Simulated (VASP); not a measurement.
# Ni (P6_3/mmc) in VASP: further runs

The runs below take Ni through single point, with PBE.

Everything below comes from runs of VASP 6.6.1. Logs are shortened: lines on timing, memory, paths and dates and some standing lists are left out, and cuts for length are marked.

## (1) The cell of the first run

The structure is hexagonal, space group P6_3/mmc (No. 194). The conventional cell has a = 2.448 Å, b = 2.448 Å, c = 4.073 Å, α = 90.00°, β = 90.00°, γ = 120.00°. Ni (site symmetry -6m2) has 12 Ni at 2.45 to 2.48 Å within 3.2 Å.

## (2) Single point, PBE, collinear spin, ferromagnetic start

INCAR reads:

```
PREC = Accurate ; ENCUT = 520
EDIFF = 1E-7 ; ISMEAR = -1
SIGMA = 0.05 ; LREAL = F
LASPH = T ; NELM = 150
ALGO = Normal ; ISIF = 2
LWAVE = F ; LCHARG = F
ISPIN = 2 ; MAGMOM = 0.25 0.25
LORBIT = 11 ; NUPDOWN = 0.5
LMAXMIX = 4 ; GGA = PE
NBANDS = 21
```

KPOINTS reads:

```
regular mesh
0
Gamma
  10 10 6
```

POSCAR reads:

```
Ni
1.0
    2.4480228978      0.0000000000      0.0000000000
   -1.2240114489      2.1200500186      0.0000000000
    0.0000000000      0.0000000000      4.0728075700
Ni
2
Direct
    0.6666666667      0.3333333333      0.7500000000
    0.3333333333      0.6666666667      0.2500000000
```

Potentials or basis: VASP PAW PBE potentials, release 64 (Ni).

Launch:

```bash
cat potpaw_PBE.64/Ni/POTCAR > POTCAR
mpirun -np 1 vasp_std > vasp.out
```

OUTCAR:

```text
PREC = Accurate
   ENCUT = 520
   EDIFF = 1E-7
   ISMEAR = -1
   LREAL = F
   LASPH = T
   NELM = 150
   ISIF = 2
   ISPIN = 2
   LORBIT = 11
   NUPDOWN = 0.5
   GGA = PE

 ion  position               nearest neighbor table
   1  0.667  0.333  0.750-   2 2.48   2 2.48   2 2.48   2 2.48   2 2.48   2 2.48
   2  0.333  0.667  0.250-   1 2.48   1 2.48   1 2.48   1 2.48   1 2.48   1 2.48

  LATTYP: Found a hexagonal cell.
 ALAT       =     2.4480228978
 C/A-ratio  =     1.6637130207

  Lattice vectors:

 A1 = (   2.4480228978,   0.0000000000,   0.0000000000)
 A2 = (  -1.2240114489,   2.1200500186,   0.0000000000)
 A3 = (   0.0000000000,   0.0000000000,   4.0728075700)

Analysis of symmetry for initial positions (statically):
=====================================================================
 Subroutine PRICEL returns:
 Original cell was already a primitive cell.

 Routine SETGRP: Setting up the symmetry group for a
 hexagonal supercell.

 Subroutine GETGRP returns: Found 24 space group operations
 (whereof 12 operations were pure point group operations)
 out of a pool of 24 trial point group operations.

The static configuration has the point symmetry D_3d.
 The point group associated with its full space group is D_6h.

Analysis of symmetry for dynamics (positions and initial velocities):
=====================================================================
 Subroutine PRICEL returns:
 Original cell was already a primitive cell.

 Routine SETGRP: Setting up the symmetry group for a
 hexagonal supercell.

 Subroutine GETGRP returns: Found 24 space group operations
 (whereof 12 operations were pure point group operations)
 out of a pool of 24 trial point group operations.

The dynamic configuration has the point symmetry D_3d.
 The point group associated with its full space group is D_6h.

Analysis of structural, dynamic, and magnetic symmetry:
=====================================================================
 Subroutine PRICEL returns:
 Original cell was already a primitive cell.

 Routine SETGRP: Setting up the symmetry group for a
 hexagonal supercell.

 Subroutine GETGRP returns: Found 24 space group operations
 (whereof 12 operations were pure point group operations)
 out of a pool of 24 trial point group operations.

The overall configuration has the point symmetry D_3d.
 The point group associated with its full space group is D_6h.

 Subroutine INISYM returns: Found 24 space group operations
 (whereof 12 operations are pure point group operations),
 and found     1 'primitive' translations

----------------------------------------------------------------------------------------

                                     Primitive cell

  volume of cell :      21.1376

  direct lattice vectors                    reciprocal lattice vectors
     2.448022898  0.000000000  0.000000000     0.408492911  0.235843492  0.000000000
    -1.224011449  2.120050019  0.000000000     0.000000000  0.471686984  0.000000000
     0.000000000  0.000000000  4.072807570     0.000000000  0.000000000  0.245530873

  length of vectors
     2.448022898  2.448022898  4.072807570     0.471686984  0.471686984  0.245530873

  position of ions in fractional coordinates (direct lattice)
     0.666666667  0.333333333  0.750000000
     0.333333333  0.666666667  0.250000000

  ion indices of the primitive-cell ions
   primitive index   ion index
                 1           1
                 2           2

----------------------------------------------------------------------------------------

 KPOINTS: regular mesh

Automatic generation of k-mesh.
 Grid dimensions read from file:
 generate k-points for:   10   10    6

 Generating k-lattice:

  Cartesian coordinates                     Fractional coordinates (reciprocal lattice)
     0.040849291  0.023584349  0.000000000     0.100000000 -0.000000000  0.000000000
     0.000000000  0.047168698  0.000000000     0.000000000  0.100000000  0.000000000
     0.000000000  0.000000000  0.040921812     0.000000000  0.000000000  0.166666667

  Length of vectors
     0.047168698  0.047168698  0.040921812

  Shift w.r.t. Gamma in fractional coordinates (k-lattice)
     0.000000000  0.000000000  0.000000000

 Subroutine IBZKPT returns following result:
 ===========================================

 Found     56 irreducible k-points:

 Following reciprocal coordinates:
            Coordinates               Weight
  0.000000  0.000000  0.000000      1.000000
  0.100000 -0.000000  0.000000      6.000000
  0.200000 -0.000000  0.000000      6.000000
  0.300000  0.000000  0.000000      6.000000
  0.400000 -0.000000  0.000000      6.000000
  0.500000 -0.000000  0.000000      3.000000
[... 16 lines left out ...]
  0.300000  0.100000  0.166667     24.000000
  0.400000  0.100000  0.166667     24.000000
 [... further k-points ...]
   k-points           NKPTS =     56   k-points in BZ     NKDIM =     56   number of bands    NBANDS=     21
   number of dos      NEDOS =    301   number of ions     NIONS =      2
   total plane-waves  NPLWV =   9720
   dimension x,y,z NGX =    18 NGY =   18 NGZ =   30
   dimension x,y,z NGXF=    36 NGYF=   36 NGZF=   60
   ions per type =               2
   NGX,Y,Z   is equivalent  to a cutoff of  12.22, 12.22, 12.25 a.u.
   NGXF,Y,Z  is equivalent  to a cutoff of  24.45, 24.45, 24.49 a.u.
 SYSTEM =  unknown system
   PREC   = accura    normal or accurate (medium, high low for compatibility)
   ISTART =      0    job   : 0-new  1-cont  2-samecut
   ICHARG =      2    charge: 1-file 2-atom 10-const
   ISPIN  =      2    spin polarized calculation?
   LNONCOLLINEAR =      F non collinear calculations
   LSORBIT =      F    spin-orbit coupling
   LASPH  =      T    aspherical Exc in radial PAW
   ENCUT  =  520.0 eV  38.22 Ry    6.18 a.u.   4.55  4.55  7.57*2*pi/ulx,y,z
   NELM   =    150;   NELMIN=  2; NELMDL= -5     # of ELM steps
   EDIFF  = 0.1E-06   stopping-criterion for ELM
   LREAL  =      F    real-space projection
   EDIFFG = 0.1E-05   stopping-criterion for IOM
   NSW    =      0    number of steps for IOM
   IBRION =     -1    ionic relax: 0-MD 1-quasi-New 2-CG
   NFREE  =      0    steps in history (QN), initial steepest desc. (CG)
   ISIF   =      2    stress and relaxation
   ISYM   =      2    0-nonsym 1-usesym 2-fastsym
   POTIM  = 0.5000    time-step for ionic-motion
   TEBEG  =    0.0;   TEEND  =   0.0 temperature during run
   PSTRESS=    0.0 pullay stress
   NELECT =      20.0000    total number of electrons
   NUPDOWN=       0.5000    fix difference up-down
   EMIN   =  10.00;   EMAX   =-10.00  energy-range for DOS
   EFERMI =   0.00;   METHOD = LEGACY
   ISMEAR =    -1;   SIGMA  =   0.05  broadening in eV -4-tet -1-fermi 0-gaus
   EFERMI_NEDOS =   21; number of points for ismear=-14 and -15
   IALGO  =     38    algorithm
   IMIX   =      4    mixing-type and parameters
     AMIX     =   0.40;   BMIX     =  1.00
     AMIX_MAG =   1.60;   BMIX_MAG =  1.00
  volume/ion in A,a.u.               =      10.57        71.32
  Fermi-wavevector in a.u.,A,eV,Ry     =   1.607187  3.037143 35.144518  2.583049
  Thomas-Fermi vector in A             =   2.703255
   LORBIT       =     11    0 simple, 1 ext, 2 COOP (PROOUT), +10 PAW based schemes
   GGA     = PE    functional components
   LHFCALC =     F    Hartree Fock is set to
   AEXX    =    0.0000 exact exchange contribution
   IVDW    =     0    specifies the selected vdW correction
   LEPSILON=     F    determine dielectric tensor
   LRPA    =     F    only Hartree local field effects (RPA)
 spin polarized calculation
  energy-cutoff  :      520.00
  volume of cell :       21.14
 maximum number of plane-waves:       592
   NGX =  9   NGY =  9   NGZ = 15

 number of electron      19.9999995 magnetization       0.5000000

 Free energy of the ion-electron system (eV)
  ---------------------------------------------------
  ext. energy  EPLUGINS =         0.00000000
  ---------------------------------------------------
  free energy    TOTEN  =       -10.81524061 eV

  energy without entropy =      -10.76169591  energy(sigma->0) =      -10.78846826

 E-fermi :   9.7128     XC(G=0): -13.4240

 val. band max:        9.7055811815   @ k =   0.2000   0.1000   0.0000
 cond. band min:       9.5595440425   @ k =   0.4000   0.1000   0.3333
 fundamental gap:     -0.1460371390
 Fermi energy:         9.5467300740

 spin component 1

 k-point     1 :       0.0000    0.0000    0.0000
  band No.  band energies     occupation
      1       0.5753      1.00000
      2       4.9183      1.00000
      3       7.4590      1.00000
      4       7.6084      1.00000
      5       7.6084      1.00000
      6       7.8776      1.00000
[... 13 lines left out ...]
     20      36.5852      0.00000
     21      40.5031      0.00000
[... 529 lines left out ...]
 k-point    24 :       0.4000    0.1000    0.1667
  band No.  band energies     occupation
      1       5.2243      1.00000
      2       5.6672      1.00000
      3       6.1682      1.00000
      4       6.7139      1.00000
      5       7.5385      1.00000
      6       8.0074      1.00000
[... 13 lines left out ...]
     20      34.9163      0.00000
     21      38.7007      0.00000

 [... further k-points ...]

 spin component 2

 k-point     1 :       0.0000    0.0000    0.0000
  band No.  band energies     occupation
      1       0.5507      1.00000
      2       5.0882      1.00000
      3       7.7719      1.00000
      4       7.8840      1.00000
      5       7.8840      1.00000
      6       8.1611      1.00000
[... 13 lines left out ...]
     20      36.6069      0.00000
     21      40.5308      0.00000
[... 529 lines left out ...]
 k-point    24 :       0.4000    0.1000    0.1667
  band No.  band energies     occupation
      1       5.3639      1.00000
      2       5.8637      1.00000
      3       6.3399      1.00000
      4       6.9042      1.00000
      5       7.7840      1.00000
      6       8.2801      1.00000
[... 13 lines left out ...]
     20      34.9513      0.00000
     21      38.6933      0.00000

 [... further k-points ...]
[... 5 lines left out ...]
  --------------------------------------------------------------------------------------
  -------------------------------------------------------------------------------------
  Total        0.8859740      0.8859740      0.6060003      0.0000000      0.0000000      0.0000000
  in kB       67.1546494     67.1546494     45.9333298      0.0000000      0.0000000      0.0000000
  external PRESSURE =      60.0808762 kB  Pullay stress =       0.0000000 kB

 VOLUME and BASIS-vectors are now :
 -----------------------------------------------------------------------------
  energy-cutoff  :      520.00
  volume of cell :       21.14
      direct lattice vectors                 reciprocal lattice vectors
     2.448022898  0.000000000  0.000000000     0.408492911  0.235843492  0.000000000
    -1.224011449  2.120050019  0.000000000     0.000000000  0.471686984  0.000000000
     0.000000000  0.000000000  4.072807570     0.000000000  0.000000000  0.245530873

 POSITION                                       TOTAL-FORCE (eV/Angst)
 -----------------------------------------------------------------------------------
      1.22401      0.70668      3.05461        -0.000000      0.000000      0.000000
     -0.00000      1.41337      1.01820         0.000000     -0.000000      0.000000
 -----------------------------------------------------------------------------------
    total drift:                               -0.000000      0.000000     -0.000000

  FREE ENERGIE OF THE ION-ELECTRON SYSTEM (eV)
  ---------------------------------------------------
  free  energy   TOTEN  =       -10.8152406146 eV

  energy  without entropy=      -10.7616959145  energy(sigma->0) =      -10.78846826

 total charge

# of ion       s       p       d       tot
------------------------------------------
    1        0.505   0.519   8.342   9.366
    2        0.505   0.519   8.342   9.366
--------------------------------------------------
tot          1.010   1.038  16.685  18.733

 magnetization (x)

# of ion       s       p       d       tot
------------------------------------------
    1       -0.004  -0.013   0.273   0.255
    2       -0.004  -0.013   0.273   0.255
--------------------------------------------------
tot         -0.009  -0.027   0.547   0.511
```

It took 62 s on 1 thread of Intel Xeon Platinum 8259CL at 2.50GHz (Skylake/Cascade Lake), shared host; peak memory 0.15 GiB.

Results:

| Item | Value |
| --- | --- |
| Free energy | -10.8152 eV |
| Pressure | 6.0 GPa |
| Net moment | 0.50 μB per cell |
| Site moments | Ni +0.26 μB |
| Valence electrons inside the program's atomic spheres | Ni 9.37 |

Caveat: the total moment is fixed, so each spin has its own Fermi level.

(Continued in part 2 of 3.)
